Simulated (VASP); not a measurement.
# ZnSe (F-43m) in VASP: a series of runs, part 3 of 3

VASP 6.6.1. Earlier steps stand in the parts before.

### Step 5. Vibrations by perturbation theory, PBEsol

This run uses another cell than the first one, of 22.34 Å³/atom, 1.103 times its volume.

Contents of INCAR:

```
SYSTEM = ZnSe
PREC = Accurate
ENCUT = 520
EDIFF = 1E-8
ISMEAR = 0
SIGMA = 0.01
LREAL = .False.
LASPH = .True.
NELM = 80
ALGO = Normal
ISIF = 2
LWAVE = .False.
LCHARG = .False.
GGA = PS
NBANDS = 16
IBRION = 8
NSW = 1
LEPSILON = .True.
```

Contents of KPOINTS:

```
regular mesh
0
Gamma
  8 8 8
  0 0 0
```

Contents of POSCAR:

```
ZnSe
1.0
    0.0000000000      2.8166002560      2.8166002560
    2.8166002560      0.0000000000      2.8166002560
    2.8166002560      2.8166002560      0.0000000000
Zn Se
1 1
Direct
    0.0000000000      0.0000000000      0.0000000000
    0.7500000000      0.7500000000      0.7500000000
```

Potentials or basis: VASP PAW PBE potentials, release 64 (Zn, Se).

Run with:

```sh
cat potpaw_PBE.64/Zn/POTCAR potpaw_PBE.64/Se/POTCAR > POTCAR
mpirun -np 1 vasp_std > vasp.out
```

OUTCAR:

```text
SYSTEM = ZnSe
   PREC = Accurate
   ENCUT = 520
   EDIFF = 1E-8
   ISMEAR = 0
   LREAL = .False.
   LASPH = .True.
   NELM = 80
   ISIF = 2
   GGA = PS
   IBRION = 8
   NSW = 1
   LEPSILON = .True.

 ion  position               nearest neighbor table
   1  0.000  0.000  0.000-   2 2.44   2 2.44   2 2.44   2 2.44
   2  0.750  0.750  0.750-   1 2.44   1 2.44   1 2.44   1 2.44

  LATTYP: Found a face centered cubic cell.
[... 786 lines left out ...]
      4.224900  4.224900  4.224900    -0.673925    0.000000    0.000000
[... 21 lines left out ...]
   6 f/i=    0.007456 THz     0.046849 2PiTHz    0.248713 cm-1     0.030836 meV
             X         Y         Z           dx          dy          dz
      0.000000  0.000000  0.000000    -0.334776    0.466891   -0.352296
      4.224900  4.224900  4.224900    -0.367003    0.511836   -0.386210

--------------------------------------------------------------------------------------------------------

 MACROSCOPIC STATIC DIELECTRIC TENSOR IONIC CONTRIBUTION
 ------------------------------------------------------
           2.949703     0.000000    -0.000000
           0.000000     2.949703     0.000000
          -0.000000     0.000000     2.949703
 ------------------------------------------------------

 ELASTIC MODULI CONTR FROM IONIC RELAXATION (kBar)
 Direction    XX          YY          ZZ          XY          YZ          ZX
 --------------------------------------------------------------------------------
 XX          -0.0000     -0.0000      0.0000     -0.0000      0.0000      0.0000
 YY          -0.0000     -0.0000      0.0000     -0.0000      0.0000      0.0000
 ZZ           0.0000      0.0000     -0.0000     -0.0000     -0.0000     -0.0000
 XY          -0.0000     -0.0000     -0.0000   -198.7439      0.0000      0.0000
 YZ           0.0000      0.0000     -0.0000      0.0000   -198.7439      0.0000
 ZX           0.0000      0.0000     -0.0000      0.0000      0.0000   -198.7439
 --------------------------------------------------------------------------------

 PIEZOELECTRIC TENSOR IONIC CONTR  for field in x, y, z        (C/m^2)
          XX          YY          ZZ          XY          YZ          ZX
  --------------------------------------------------------------------------------
  x     0.00000     0.00000    -0.00000     0.00000    -0.72046    -0.00000
  y     0.00000     0.00000    -0.00000    -0.00000     0.00000    -0.72046
  z    -0.00000    -0.00000    -0.00000    -0.72046     0.00000     0.00000
```

OSZICAR:

```text
N       E                     dE             d eps       ncg     rms          rms(c)
DAV:   1     0.857017024263E+02    0.85702E+02   -0.87778E+03   928   0.128E+03
DAV:   2    -0.162156403833E+01   -0.87323E+02   -0.81691E+02  1040   0.252E+02
DAV:   3    -0.703536823372E+01   -0.54138E+01   -0.53948E+01  1160   0.614E+01
[... 168 lines left out ...]
RMM:   8    -0.822241885184E-01   -0.19666E-05   -0.49892E-08  5694   0.206E-04    0.434E-05
RMM:   9    -0.822241713169E-01    0.17202E-07   -0.15670E-08  5368   0.834E-05    0.819E-06
RMM:  10    -0.822240946300E-01    0.76687E-07   -0.50470E-09  5524   0.148E-05    0.524E-06
RMM:  11    -0.822241146571E-01   -0.20027E-07   -0.16030E-09  5154   0.631E-06    0.160E-06
RMM:  12    -0.822241185427E-01   -0.38856E-08   -0.70992E-10  4059   0.183E-06    0.166E-07
 Linear response finished
```

stdout:

```text
POSCAR found type information on POSCAR ZnSe
 POSCAR found :  2 types and       2 ions
 scaLAPACK will be used
 -----------------------------------------------------------------------------
|                                                                             |
|                                                                             |
|     You enforced a specific xc type in the INCAR file but a different       |
[... 39 lines left out ...]
 force on displaced ion       1 direction 1 :  -5.800  -0.000  -0.000
 Born effective charge ion    1 direction 1 :   2.031   0.000   0.000
 Linear response progress:
 first order change of Fermi-energy   0.27768E-03
 force on displaced ion       2 direction 1 :  -5.827   0.000   0.000
 Born effective charge ion    2 direction 1 :  -2.083   0.000   0.000
 Born effective charges drift removed
 Linear response finished
```

It took 11 min on 1 thread of Intel Xeon Platinum 8259CL at 2.50GHz (Skylake/Cascade Lake), shared host; peak memory 0.32 GiB.

What came out:

| Quantity | Value |
| --- | --- |
| Electronic dielectric tensor (diagonal) | 8.06 |
| Born charges (mean of the diagonal) | Zn +2.06; Se -2.06 e |
| Highest phonon frequency at Γ, LO-TO splitting left out | 210 cm⁻¹ |

Phonon frequencies in cm⁻¹ (negative: imaginary):
```tsv
q point	frequencies
(0.000, 0.000, 0.000)	0 0 0 210 210 210
```

Electronic dielectric tensor:
```
8.06 0.00 0.00
0.00 8.06 0.00
0.00 0.00 8.06
```

Born effective charge tensors (e):
atom 1, Zn
```
2.06 0.00 0.00
0.00 2.06 0.00
0.00 0.00 2.06
```
atom 2, Se
```
-2.06  0.00  0.00
 0.00 -2.06  0.00
 0.00  0.00 -2.06
```

Caveat: the PAW data sets were made with another functional, which shifts forces and pressure a little.

### Step 6. Vibrations by perturbation theory, PBEsol (phonons at volume x 1.02)

Contents of INCAR:

```
  PREC = Accurate
  ENCUT = 520
  EDIFF = 1E-8
  ISMEAR = 0
  SIGMA = 0.01
  LREAL = False
  LASPH = True
  NELM = 100
  ALGO = Normal
  ISIF = 2
  LWAVE = False
  LCHARG = False
  GGA = PS
  NBANDS = 16
  IBRION = 8
  NSW = 1
  LEPSILON = True
```

Contents of KPOINTS:

```
regular mesh
0
Gamma
  8 8 8
```

Contents of POSCAR:

```
ZnSe
1.0
    0.0000000000      2.8352537814      2.8352537814
    2.8352537814      0.0000000000      2.8352537814
    2.8352537814      2.8352537814      0.0000000000
Zn Se
1 1
Direct
    0.0000000000      0.0000000000      0.0000000000
    0.7500000000      0.7500000000      0.7500000000
```

Potentials or basis: VASP PAW PBE potentials, release 64 (Zn, Se).

Run with:

```sh
cat potpaw_PBE.64/Zn/POTCAR potpaw_PBE.64/Se/POTCAR > POTCAR
mpirun -np 1 vasp_std > vasp.out
```

OUTCAR:

```text
PREC = Accurate
   ENCUT = 520
   EDIFF = 1E-8
   ISMEAR = 0
   LREAL = False
   LASPH = True
   NELM = 100
   ISIF = 2
   GGA = PS
   IBRION = 8
   NSW = 1
   LEPSILON = True

 ion  position               nearest neighbor table
   1  0.000  0.000  0.000-   2 2.46   2 2.46   2 2.46   2 2.46
   2  0.750  0.750  0.750-   1 2.46   1 2.46   1 2.46   1 2.46

  LATTYP: Found a face centered cubic cell.
 ALAT       =     5.6705075628

[... 784 lines left out ...]
      4.252881  4.252881  4.252881     0.000000   -0.670226    0.000000
[... 21 lines left out ...]
   6 f/i=    0.023354 THz     0.146737 2PiTHz    0.779004 cm-1     0.096584 meV
             X         Y         Z           dx          dy          dz
      0.000000  0.000000  0.000000     0.000000    0.000000   -0.670226
      4.252881  4.252881  4.252881     0.000000    0.000000   -0.742157

--------------------------------------------------------------------------------------------------------

 MACROSCOPIC STATIC DIELECTRIC TENSOR IONIC CONTRIBUTION
 ------------------------------------------------------
           3.161280     0.000000     0.000000
           0.000000     3.161280     0.000000
           0.000000     0.000000     3.161280
 ------------------------------------------------------

 ELASTIC MODULI CONTR FROM IONIC RELAXATION (kBar)
 Direction    XX          YY          ZZ          XY          YZ          ZX
 --------------------------------------------------------------------------------
 XX          -0.0000      0.0000     -0.0000      0.0000      0.0000     -0.0000
 YY          -0.0000     -0.0000     -0.0000      0.0000      0.0000      0.0000
 ZZ          -0.0000     -0.0000     -0.0000      0.0000      0.0000      0.0000
 XY           0.0000      0.0000      0.0000   -158.9857     -0.0000     -0.0000
 YZ           0.0000      0.0000      0.0000     -0.0000   -158.9857     -0.0000
 ZX           0.0000      0.0000      0.0000     -0.0000     -0.0000   -158.9857
 --------------------------------------------------------------------------------

 PIEZOELECTRIC TENSOR IONIC CONTR  for field in x, y, z        (C/m^2)
          XX          YY          ZZ          XY          YZ          ZX
  --------------------------------------------------------------------------------
  x     0.00000     0.00000     0.00000    -0.00000    -0.66709    -0.00000
  y     0.00000     0.00000     0.00000    -0.00000    -0.00000    -0.66709
  z     0.00000     0.00000     0.00000    -0.66709    -0.00000    -0.00000
```

OSZICAR:

```text
N       E                     dE             d eps       ncg     rms          rms(c)
DAV:   1     0.880543652613E+02    0.88054E+02   -0.88277E+03   928   0.130E+03
DAV:   2    -0.134744051160E+01   -0.89402E+02   -0.83420E+02  1040   0.252E+02
DAV:   3    -0.702925668135E+01   -0.56818E+01   -0.56605E+01  1128   0.624E+01
[... 179 lines left out ...]
RMM:   8    -0.823135402634E-01   -0.19349E-05   -0.46524E-08  5684   0.204E-04    0.443E-05
RMM:   9    -0.823135030684E-01    0.37195E-07   -0.15659E-08  5352   0.843E-05    0.798E-06
RMM:  10    -0.823134268581E-01    0.76210E-07   -0.44701E-09  5515   0.148E-05    0.560E-06
RMM:  11    -0.823134501725E-01   -0.23314E-07   -0.15220E-09  5099   0.627E-06    0.147E-06
RMM:  12    -0.823134539475E-01   -0.37751E-08   -0.59858E-10  4037   0.179E-06    0.167E-07
 Linear response finished
```

Run time: 11 min. Hardware: 1 thread of Intel Xeon Platinum 8259CL at 2.50GHz (Skylake/Cascade Lake), shared host; peak memory 0.32 GiB.

Results:

```
Electronic dielectric tensor (diagonal)                 : 8.23
Born charges (mean of the diagonal)                     : Zn +2.09; Se -2.09 e
Highest phonon frequency at Γ, LO-TO splitting left out : 204 cm⁻¹
```

Phonon frequencies in cm⁻¹ (negative: imaginary):
```csv
q point,frequencies
"(0.000, 0.000, 0.000)",-1 -1 -1 204 204 204
```

Electronic dielectric tensor:
```
8.23 0.00 0.00
0.00 8.23 0.00
0.00 0.00 8.23
```

Born effective charge tensors (e):
atom 1, Zn
```
2.09 0.00 0.00
0.00 2.09 0.00
0.00 0.00 2.09
```
atom 2, Se
```
-2.09  0.00  0.00
 0.00 -2.09  0.00
 0.00  0.00 -2.09
```

Caveat: the cell differs from its parent crystal (phonons at volume x 1.02); the PAW data sets were made with another functional, which shifts forces and pressure a little.
